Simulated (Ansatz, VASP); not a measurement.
One calculation of Cu, two programs

```
Cu
1.0
     2.48882    0.00000    0.00000
    -1.24441    2.15538    0.00000
     0.00000    0.00000    2.42589
Cu
1
Direct
  0.00000 0.00000 0.00000
```

Alike in both runs: functional PBE; k mesh 21 × 21 × 18; occupations gaussian, width 0.1 eV; no spin polarisation.

Ansatz relaxed the structure, and its values are those at the end. VASP's run is a single point on that final structure, the one shown.

```csv
,VASP,Ansatz
version,VASP 6.6.1,Ansatz 0.2.0
potentials or method,"VASP PAW PBE potentials, release 64 (Cu_sv_GW), cutoff 820 eV","scalar-relativistic, plane waves, PAW"
valence electrons in the cell,19,19
```

Ansatz gave:

| Property | Result |
| --- | --- |
| gap on the k mesh at the Fermi level (eV) | none |
| pressure (GPa) | 0.0 |

Task: Which values does VASP return?

Result: gap on the k mesh at the Fermi level (eV): none; pressure (GPa): -1.6.

A gap of «none» marks a metal or a gap that the smearing closes.
